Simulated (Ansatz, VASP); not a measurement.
Two plane-wave programs on GaAs

```xyz
2
Lattice="0.0000 2.8751 2.8751 2.8751 0.0000 2.8751 2.8751 2.8751 0.0000" Properties=species:S:1:pos:R:3 pbc="T T T"
Ga    0.0000    0.0000    0.0000
As    1.4375    1.4375    1.4375
```

Alike in both runs: task relaxation of cell and atoms; functional PBE; dispersion D3(BJ); k mesh 10 × 10 × 10; occupations gaussian, width 0.01 eV; no spin polarisation.

```csv
,VASP,Ansatz
version,VASP 6.6.1,Ansatz 0.2.0
potentials or method,"VASP PAW PBE potentials, release 64 (Ga_d, As), cutoff 600 eV","scalar-relativistic, plane waves, PAW"
valence electrons in the cell,18,28
```

Ansatz gave:

| Property | Result |
| --- | --- |
| gap on the k mesh at the Fermi level, each at its own relaxed structure (eV) | 0.43 |
| relaxed volume (Å³/atom) | 22.84 |
| relaxed cell length with the largest relative difference (Å) | 4.013 |

Task: What did VASP give for the same quantities?

Result: gap on the k mesh at the Fermi level, each at its own relaxed structure (eV): 0.42; relaxed volume (Å³/atom): 22.91; relaxed cell length with the largest relative difference (Å): 4.016.

VASP's potentials hold 18 valence electrons a cell and Ansatz's 28, so a difference there can come from the potentials and not from the codes.
